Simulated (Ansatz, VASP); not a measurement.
**ZnS in VASP and in Ansatz**

File POSCAR:

```
ZnS
1.0
    0.0000000000      2.7046500000      2.9210220000
    2.7046500000      0.0000000000      2.9210220000
    2.7046500000      2.7046500000      0.0000000000
Zn S
1 1
Direct
    0.0000000000      0.0000000000      0.0000000000
    0.7500000000      0.7500000000      0.7500000000
```

File INCAR.step1:

```
PREC = Accurate
ENCUT = 520
ISMEAR = 0
SIGMA = 0.05
LREAL = F
LASPH = T
NELM = 100
NBANDS = 16
GGA = PE
ALGO = Normal
EDIFF = 1E-4
LWAVE = T
LCHARG = F
```

The input INCAR.step2:

```
PREC = Accurate
ENCUT = 520
EDIFF = 1E-7
ISMEAR = 0
SIGMA = 0.05
LREAL = F
LASPH = T
NELM = 100
ALGO = Normal
ISIF = 2
LWAVE = F
LCHARG = F
METAGGA = R2SCAN
LMIXTAU = T
NBANDS = 16
ISTART = 1
```

The input KPOINTS:

```
Automatic mesh
0
Gamma
  8 8 8
```

Input for Ansatz:

```yaml
crystal:
  lattice:
    - [0.0, 2.70465, 2.921022]
    - [2.70465, 0.0, 2.921022]
    - [2.70465, 2.70465, 0.0]
  atoms:
    - { symbol: Zn, position: [0.0, 0.0, 0.0] }
    - { symbol: S, position: [0.75, 0.75, 0.75] }
basis:
  ecutwfc: 500
kpoints:
  mp_grid: { grid: [8, 8, 8] }
hamiltonian:
  xc: r2scan
scf:
  occupations: { method: gaussian, width: 0.05 }
output:
  forces: true
  stress: true
  eigenvalues: true
```

Change from the starting cell: strain +0.000 along x and y, +0.080 along z, atoms carried along.

Alike in both runs: task single point; functional r2SCAN; k mesh 8 × 8 × 8; occupations gaussian, width 0.05 eV; no spin polarisation.

|  | VASP | Ansatz |
| --- | --- | --- |
| version | VASP 6.6.1 | Ansatz 0.2.0 |
| potentials or method | VASP PAW PBE potentials, release 64 (Zn, S), cutoff 520 eV | scalar-relativistic, plane waves, PAW |
| valence electrons in the cell | 18 | 18 |

```tsv
	VASP	Ansatz	Ansatz less VASP
gap on the k mesh at the Fermi level (eV)	2.18	2.18	-0.005
least direct gap on the mesh (eV)	2.18	2.18	-0.005
pressure (GPa)	-5.8	-5.8	-0.05
traceless stress, the component that is largest in VASP (GPa)	-2.62	-2.62	-0.001
```

VASP's potentials were made for PBE, not for r2SCAN. The functional is the same, so the differences come from potentials, cutoffs and numerics.
